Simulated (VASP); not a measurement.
# Ru (P6_3/mmc) in VASP: further runs

Ru is run at these levels: LDA; tasks: single point.

All numbers are computed with VASP 6.6.1; they aren't measurements. Logs are shortened: lines on timing, memory, paths and dates and some standing lists are left out, and cuts for length are marked.

## (1) The cell of the first run

It takes space group P6_3/mmc (No. 194, hexagonal). Conventional cell: a = 2.675 Å, b = 2.675 Å, c = 4.224 Å, α = 90.00°, β = 90.00°, γ = 120.00°. Within 3.5 Å of Ru (site symmetry -6m2) lie 12 Ru at 2.62 to 2.68 Å.

## (2) Single point, LDA

The input, INCAR:

```
SYSTEM = Ru
ALGO     = Normal         ! electronic algorithm
EDIFF    = 1E-6           ! SCF threshold, eV
ENCUT    = 520            ! plane-wave cutoff, eV
ISIF     = 2              ! what is computed and relaxed
ISMEAR   = -1             ! smearing method
LASPH    = .True.         ! aspherical terms in the spheres
LCHARG   = .False.        ! write CHGCAR
LREAL    = .False.        ! projectors in reciprocal space
LWAVE    = .False.        ! write WAVECAR
NBANDS   = 21             ! bands
NELM     = 80             ! most SCF steps
PREC     = Accurate       ! precision mode
SIGMA    = 0.1            ! smearing width, eV
```

The input, KPOINTS:

```
k-points
0
Gamma
  19 19 10
  0 0 0
```

The input, POSCAR:

```
Ru
1.0
    2.6752164047      0.0000000000      0.0000000000
   -1.3376082023      2.3168053671      0.0000000000
    0.0000000000      0.0000000000      4.2244496840
Ru
2
Direct
    0.3333333333      0.6666666667      0.2500000000
    0.6666666667      0.3333333333      0.7500000000
```

Potentials or basis: VASP PAW LDA potentials, release 64 (Ru_pv).

Started as:

```bash
$ cat potpaw_LDA.64/Ru_pv/POTCAR > POTCAR
$ mpirun -np 1 vasp_std > vasp.out
```

OUTCAR:

```text
SYSTEM = Ru
   EDIFF = 1E-6
   ENCUT = 520
   ISIF = 2
   ISMEAR = -1
   LASPH = .True.
   LREAL = .False.
   NELM = 80
   PREC = Accurate

 ion  position               nearest neighbor table
   1  0.333  0.667  0.250-   2 2.62   2 2.62   2 2.62   2 2.62   2 2.62   2 2.62
   2  0.667  0.333  0.750-   1 2.62   1 2.62   1 2.62   1 2.62   1 2.62   1 2.62

  LATTYP: Found a hexagonal cell.
 ALAT       =     2.6752164047
 C/A-ratio  =     1.5791057787

  Lattice vectors:

 A1 = (   2.6752164047,   0.0000000000,   0.0000000000)
 A2 = (  -1.3376082023,   2.3168053671,   0.0000000000)
 A3 = (   0.0000000000,   0.0000000000,   4.2244496840)

Analysis of symmetry for initial positions (statically):
=====================================================================
 Subroutine PRICEL returns:
 Original cell was already a primitive cell.

 Routine SETGRP: Setting up the symmetry group for a
 hexagonal supercell.

 Subroutine GETGRP returns: Found 24 space group operations
 (whereof 12 operations were pure point group operations)
 out of a pool of 24 trial point group operations.

The static configuration has the point symmetry D_3d.
 The point group associated with its full space group is D_6h.

Analysis of symmetry for dynamics (positions and initial velocities):
=====================================================================
 Subroutine PRICEL returns:
 Original cell was already a primitive cell.

 Routine SETGRP: Setting up the symmetry group for a
 hexagonal supercell.

 Subroutine GETGRP returns: Found 24 space group operations
 (whereof 12 operations were pure point group operations)
 out of a pool of 24 trial point group operations.

The dynamic configuration has the point symmetry D_3d.
 The point group associated with its full space group is D_6h.

 Subroutine INISYM returns: Found 24 space group operations
 (whereof 12 operations are pure point group operations),
 and found     1 'primitive' translations

----------------------------------------------------------------------------------------

                                     Primitive cell

  volume of cell :      26.1830

  direct lattice vectors                    reciprocal lattice vectors
     2.675216405  0.000000000  0.000000000     0.373801536  0.215814417  0.000000000
    -1.337608202  2.316805367  0.000000000     0.000000000  0.431628834  0.000000000
     0.000000000  0.000000000  4.224449684     0.000000000  0.000000000  0.236717223

  length of vectors
     2.675216405  2.675216405  4.224449684     0.431628834  0.431628834  0.236717223

  position of ions in fractional coordinates (direct lattice)
     0.333333333  0.666666667  0.250000000
     0.666666667  0.333333333  0.750000000

  ion indices of the primitive-cell ions
   primitive index   ion index
                 1           1
                 2           2

----------------------------------------------------------------------------------------

 KPOINTS: k-points

Automatic generation of k-mesh.
 Grid dimensions read from file:
 generate k-points for:   19   19   10

 Generating k-lattice:

  Cartesian coordinates                     Fractional coordinates (reciprocal lattice)
     0.019673765  0.011358654  0.000000000     0.052631579  0.000000000  0.000000000
     0.000000000  0.022717307  0.000000000     0.000000000  0.052631579  0.000000000
     0.000000000  0.000000000  0.023671722     0.000000000  0.000000000  0.100000000

  Length of vectors
     0.022717307  0.022717307  0.023671722

  Shift w.r.t. Gamma in fractional coordinates (k-lattice)
     0.000000000  0.000000000  0.000000000

 Subroutine IBZKPT returns following result:
 ===========================================

 Found    240 irreducible k-points:

 Following reciprocal coordinates:
            Coordinates               Weight
  0.000000  0.000000  0.000000      1.000000
  0.052632  0.000000  0.000000      6.000000
  0.105263  0.000000  0.000000      6.000000
  0.157895  0.000000  0.000000      6.000000
  0.210526  0.000000  0.000000      6.000000
  0.263158  0.000000  0.000000      6.000000
[... 16 lines left out ...]
  0.263158  0.105263  0.000000     12.000000
  0.315789  0.105263  0.000000     12.000000
 [... further k-points ...]
   k-points           NKPTS =    240   k-points in BZ     NKDIM =    240   number of bands    NBANDS=     21
   number of dos      NEDOS =    301   number of ions     NIONS =      2
   total plane-waves  NPLWV =  12800
   dimension x,y,z NGX =    20 NGY =   20 NGZ =   32
   dimension x,y,z NGXF=    40 NGYF=   40 NGZF=   64
   ions per type =               2
   NGX,Y,Z   is equivalent  to a cutoff of  12.43, 12.43, 12.59 a.u.
   NGXF,Y,Z  is equivalent  to a cutoff of  24.86, 24.86, 25.19 a.u.
 SYSTEM =  Ru
   PREC   = accura    normal or accurate (medium, high low for compatibility)
   ISTART =      0    job   : 0-new  1-cont  2-samecut
   ICHARG =      2    charge: 1-file 2-atom 10-const
   ISPIN  =      1    spin polarized calculation?
   LNONCOLLINEAR =      F non collinear calculations
   LSORBIT =      F    spin-orbit coupling
   LASPH  =      T    aspherical Exc in radial PAW
   ENCUT  =  520.0 eV  38.22 Ry    6.18 a.u.   4.97  4.97  7.85*2*pi/ulx,y,z
   NELM   =     80;   NELMIN=  2; NELMDL= -5     # of ELM steps
   EDIFF  = 0.1E-05   stopping-criterion for ELM
   LREAL  =      F    real-space projection
   EDIFFG = 0.1E-04   stopping-criterion for IOM
   NSW    =      0    number of steps for IOM
   IBRION =     -1    ionic relax: 0-MD 1-quasi-New 2-CG
   NFREE  =      0    steps in history (QN), initial steepest desc. (CG)
   ISIF   =      2    stress and relaxation
   ISYM   =      2    0-nonsym 1-usesym 2-fastsym
   POTIM  = 0.5000    time-step for ionic-motion
   TEBEG  =    0.0;   TEEND  =   0.0 temperature during run
   PSTRESS=    0.0 pullay stress
   NELECT =      28.0000    total number of electrons
   NUPDOWN=      -1.0000    fix difference up-down
   EMIN   =  10.00;   EMAX   =-10.00  energy-range for DOS
   EFERMI =   0.00;   METHOD = LEGACY
   ISMEAR =    -1;   SIGMA  =   0.10  broadening in eV -4-tet -1-fermi 0-gaus
   EFERMI_NEDOS =   21; number of points for ismear=-14 and -15
   IALGO  =     38    algorithm
   IMIX   =      4    mixing-type and parameters
     AMIX     =   0.40;   BMIX     =  1.00
     AMIX_MAG =   1.60;   BMIX_MAG =  1.00
  volume/ion in A,a.u.               =      13.09        88.35
  Fermi-wavevector in a.u.,A,eV,Ry     =   1.674125  3.163638 38.132990  2.802696
  Thomas-Fermi vector in A             =   2.758976
   LORBIT       =      0    0 simple, 1 ext, 2 COOP (PROOUT), +10 PAW based schemes
   GGA     = CA    functional components
   LHFCALC =     F    Hartree Fock is set to
   AEXX    =    0.0000 exact exchange contribution
   IVDW    =     0    specifies the selected vdW correction
   LEPSILON=     F    determine dielectric tensor
   LRPA    =     F    only Hartree local field effects (RPA)
 non-spin polarized calculation
  energy-cutoff  :      520.00
  volume of cell :       26.18
 maximum number of plane-waves:       724
 NGX is ok and might be reduce to    20

 number of electron      27.9999992 magnetization

 Free energy of the ion-electron system (eV)
  ---------------------------------------------------
  ext. energy  EPLUGINS =         0.00000000
  ---------------------------------------------------
  free energy    TOTEN  =       -21.41648540 eV

  energy without entropy =      -21.36692167  energy(sigma->0) =      -21.39170353

 E-fermi :  13.3922     XC(G=0): -14.6053

 val. band max:       13.3871294795   @ k =   0.3158   0.0000   0.2000
 cond. band min:      13.3922906919   @ k =   0.2105   0.0000   0.4000
 fundamental gap:      0.0051612124
 Fermi energy:        13.3922486230

 k-point     1 :       0.0000    0.0000    0.0000
  band No.  band energies     occupation
      1     -30.2361      2.00000
      2     -29.1651      2.00000
      3     -29.1651      2.00000
      4     -28.9695      2.00000
      5     -28.9695      2.00000
      6     -28.9205      2.00000
[... 13 lines left out ...]
     20      23.3171      0.00000
     21      24.1448      0.00000

 k-point     2 :       0.0526    0.0000    0.0000
  band No.  band energies     occupation
      1     -30.2253      2.00000
      2     -29.1883      2.00000
      3     -29.1730      2.00000
      4     -28.9939      2.00000
      5     -28.9726      2.00000
      6     -28.9255      2.00000
[... 13 lines left out ...]
     20      23.3171      0.00000
     21      24.1294      0.00000

 k-point     3 :       0.1053    0.0000    0.0000
  band No.  band energies     occupation
      1     -30.1933      2.00000
      2     -29.2555      2.00000
      3     -29.1954      2.00000
      4     -29.0635      2.00000
      5     -28.9817      2.00000
      6     -28.9407      2.00000
[... 13 lines left out ...]
     20      23.3170      0.00000
     21      24.0778      0.00000

 k-point     4 :       0.1579    0.0000    0.0000
  band No.  band energies     occupation
      1     -30.1419      2.00000
      2     -29.3594      2.00000
      3     -29.2293      2.00000
      4     -29.1693      2.00000
      5     -28.9966      2.00000
      6     -28.9661      2.00000
[... 13 lines left out ...]
     20      23.3170      0.00000
     21      23.9835      0.00000

 k-point     5 :       0.2105    0.0000    0.0000
  band No.  band energies     occupation
      1     -30.0739      2.00000
      2     -29.4887      2.00000
      3     -29.2979      2.00000
      4     -29.2702      2.00000
      5     -29.0162      2.00000
      6     -29.0016      2.00000
[... 13 lines left out ...]
     20      23.3170      0.00000
     21      23.8549      0.00000
[... 382 lines left out ...]
     20      23.3170      0.00000
     21      23.8366      0.00000

 k-point    22 :       0.2105    0.1053    0.0000
  band No.  band energies     occupation
      1     -29.9669      2.00000
      2     -29.6263      2.00000
      3     -29.5146      2.00000
      4     -29.2979      2.00000
      5     -29.0832      2.00000
      6     -29.0622      2.00000
[... 13 lines left out ...]
     20      23.3169      0.00000
     21      23.7569      0.00000

 k-point    23 :       0.2632    0.1053    0.0000
  band No.  band energies     occupation
      1     -29.8805      2.00000
      2     -29.7539      2.00000
      3     -29.6056      2.00000
      4     -29.3623      2.00000
      5     -29.1159      2.00000
      6     -29.1118      2.00000
[... 13 lines left out ...]
     20      23.3167      0.00000
     21      23.7086      0.00000

 k-point    24 :       0.3158    0.1053    0.0000
  band No.  band energies     occupation
      1     -29.8647      2.00000
      2     -29.7931      2.00000
      3     -29.6828      2.00000
      4     -29.4167      2.00000
      5     -29.1748      2.00000
      6     -29.1360      2.00000
[... 13 lines left out ...]
     20      23.3205      0.00000
     21      24.4695      0.00000

 [... further k-points ...]
[... 5 lines left out ...]
  --------------------------------------------------------------------------------------
  -------------------------------------------------------------------------------------
  Total        0.1621248      0.1621248      0.1751545      0.0000000      0.0000000      0.0000000
  in kB        9.9206819      9.9206819     10.7179881      0.0000000      0.0000000      0.0000000
  external PRESSURE =      10.1864506 kB  Pullay stress =       0.0000000 kB

 VOLUME and BASIS-vectors are now :
 -----------------------------------------------------------------------------
  energy-cutoff  :      520.00
  volume of cell :       26.18
      direct lattice vectors                 reciprocal lattice vectors
     2.675216405  0.000000000  0.000000000     0.373801536  0.215814417  0.000000000
    -1.337608202  2.316805367  0.000000000     0.000000000  0.431628834  0.000000000
     0.000000000  0.000000000  4.224449684     0.000000000  0.000000000  0.236717223

 POSITION                                       TOTAL-FORCE (eV/Angst)
 -----------------------------------------------------------------------------------
     -0.00000      1.54454      1.05611        -0.000000      0.000000      0.000000
      1.33761      0.77227      3.16834         0.000000     -0.000000      0.000000
 -----------------------------------------------------------------------------------
    total drift:                               -0.000000      0.000000     -0.000000

  FREE ENERGIE OF THE ION-ELECTRON SYSTEM (eV)
  ---------------------------------------------------
  free  energy   TOTEN  =       -21.4164853975 eV

  energy  without entropy=      -21.3669216709  energy(sigma->0) =      -21.39170353
```

It took 66 s on 1 thread of Intel Xeon Platinum 8124M at 3.00GHz (Skylake/Cascade Lake), shared host; peak memory 0.21 GiB.

Results:

```yaml
Free_energy: -21.4165 eV
Pressure: 1.0 GPa
Band_gap_on_the_k_mesh: zero (band 14 reaches 14.92 eV, above the bottom of band 15 at 11.61 eV)
```

Levels at points of the mesh, in eV from the Fermi level:
```csv
k point,band 11,band 12,band 13,band 14,band 15,band 16,band 17,band 18
"(0.00, 0.00, 0.00)",-2.57,-2.05,-2.05,-1.51,-1.51,1.25,1.25,1.35
"(0.00, 0.00, 0.50)",-2.96,-2.96,-2.85,-2.85,0.58,0.58,0.58,0.58
```

## (3) Single point, LDA

This run uses another cell than the first one: it holds 4 atoms, not 2.

The input, INCAR:

```
SYSTEM = Ru
PREC = Accurate ; ENCUT = 520
EDIFF = 1E-6 ; ISMEAR = -1
SIGMA = 0.1 ; LREAL = .False.
LASPH = .True. ; NELM = 60
ALGO = Normal ; ISIF = 2
LWAVE = .False. ; LCHARG = .False.
GGA = CA ; NBANDS = 36
```

The input, KPOINTS:

```
regular mesh
0
Gamma
  14 9 8
  0 0 0
```

The input, POSCAR:

```
Ru
1.0
   -1.3376082023      2.3168053671      0.0000000000
    0.0000000000      0.0000000000      4.2244496840
    4.0128246070      2.3168053671      0.0000000000
Ru
4
Direct
    0.5000000000      0.2500000000      0.1666666670
    0.0000000000      0.2500000000      0.6666666670
    0.0000000000      0.7500000000      0.3333333330
    0.5000000000      0.7500000000      0.8333333330
```

Potentials or basis: VASP PAW LDA potentials, release 64 (Ru_pv).

Started as:

```bash
$ cat potpaw_LDA.64/Ru_pv/POTCAR > POTCAR
$ mpirun -np 1 vasp_std > vasp.out
```

OUTCAR:

```text
SYSTEM = Ru
   PREC = Accurate
   ENCUT = 520
   EDIFF = 1E-6
   ISMEAR = -1
   LREAL = .False.
   LASPH = .True.
   NELM = 60
   ISIF = 2
   GGA = CA

 ion  position               nearest neighbor table
   1  0.500  0.250  0.167-   3 2.62   3 2.62   3 2.62   3 2.62   4 2.62   4 2.62   2 2.68   2 2.68
                             2 2.68   2 2.68
   2  0.000  0.250  0.667-   4 2.62   4 2.62   4 2.62   4 2.62   3 2.62   3 2.62   1 2.68   1 2.68
                             1 2.68   1 2.68
   3  0.000  0.750  0.333-   1 2.62   1 2.62   1 2.62   1 2.62   2 2.62   2 2.62   4 2.68   4 2.68
[... 1163 lines left out ...]
  -------------------------------------------------------------------------------------
  Total        0.3363433      0.3940898      0.2863794     -0.0500099      0.0000000      0.0000000
  in kB       10.2906965     12.0574976      8.7620115     -1.5300947      0.0000000      0.0000000
  external PRESSURE =      10.3700685 kB  Pullay stress =       0.0000000 kB

 VOLUME and BASIS-vectors are now :
 -----------------------------------------------------------------------------
  energy-cutoff  :      520.00
  volume of cell :       52.37
      direct lattice vectors                 reciprocal lattice vectors
    -1.337608202  2.316805367  0.000000000    -0.186900768  0.323721626  0.000000000
     0.000000000  0.000000000  4.224449684     0.000000000  0.000000000  0.236717223
     4.012824607  2.316805367  0.000000000     0.186900768  0.107907209  0.000000000

 POSITION                                       TOTAL-FORCE (eV/Angst)
 -----------------------------------------------------------------------------------
      0.00000      1.54454      1.05611        -0.008896     -0.005136     -0.000000
      2.67522      1.54454      1.05611        -0.008896     -0.005136      0.000000
      1.33761      0.77227      3.16834         0.008896      0.005136     -0.000000
      2.67522      3.08907      3.16834         0.008896      0.005136      0.000000
 -----------------------------------------------------------------------------------
    total drift:                                0.000000      0.000000      0.000000

  FREE ENERGIE OF THE ION-ELECTRON SYSTEM (eV)
  ---------------------------------------------------
  free  energy   TOTEN  =       -42.8306448713 eV

  energy  without entropy=      -42.7274393936  energy(sigma->0) =      -42.77904213
```

OSZICAR:

```text
N       E                     dE             d eps       ncg     rms          rms(c)
DAV:   1     0.682695816348E+03    0.68270E+03   -0.34127E+04 14464   0.175E+03
DAV:   2    -0.234857153514E+02   -0.70618E+03   -0.68809E+03 15108   0.543E+02
DAV:   3    -0.454234872860E+02   -0.21938E+02   -0.21161E+02 15216   0.102E+02
DAV:   4    -0.457253303115E+02   -0.30184E+00   -0.30125E+00 16740   0.105E+01
DAV:   5    -0.457314699126E+02   -0.61396E-02   -0.61392E-02 16416   0.139E+00    0.284E+01
DAV:   6    -0.430625616018E+02    0.26689E+01   -0.69312E+00 14728   0.195E+01    0.771E+00
DAV:   7    -0.428547908194E+02    0.20777E+00   -0.57058E-01 15088   0.495E+00    0.176E+00
DAV:   8    -0.428308715755E+02    0.23919E-01   -0.19623E-02 14824   0.124E+00    0.278E-01
DAV:   9    -0.428305987763E+02    0.27280E-03   -0.11180E-03 18732   0.256E-01    0.389E-02
DAV:  10    -0.428306443963E+02   -0.45620E-04   -0.23508E-05 15888   0.331E-02    0.895E-03
DAV:  11    -0.428306448713E+02   -0.47504E-06   -0.10616E-06  9904   0.614E-03
   1 F= -.42830645E+02 E0= -.42779042E+02  d E =-.103205E+00
```

Wall time 2.2 min (1 thread of AMD EPYC 9R45 (Zen 5), shared host); peak memory 0.31 GiB.

Results:

| Item | Value |
| --- | --- |
| Free energy | -42.8306 eV |
| Pressure | 1.0 GPa |
| Largest force | 0.010 eV/Å |
| Band gap on the k mesh | zero (band 28 reaches 15.09 eV, above the bottom of band 29 at 12.30 eV) |

Forces on the atoms (eV/Å):
```
Ru  -0.009 -0.005  0.000
Ru  -0.009 -0.005  0.000
Ru   0.009  0.005  0.000
Ru   0.009  0.005  0.000
```

Levels at points of the mesh, in eV from the Fermi level:
```tsv
k point	band 26	band 27	band 28	band 29	band 30	band 31
(0.00, 0.00, 0.00)	-1.60	-1.50	-1.50	1.25	1.26	1.36
(0.50, 0.00, 0.00)	-1.72	0.09	0.09	1.61	1.61	1.67
(0.00, 0.00, 0.50)	-1.60	-0.95	-0.95	-0.67	-0.67	-0.37
(0.50, 0.00, 0.50)	-1.60	1.51	1.51	1.96	1.96	2.06
```
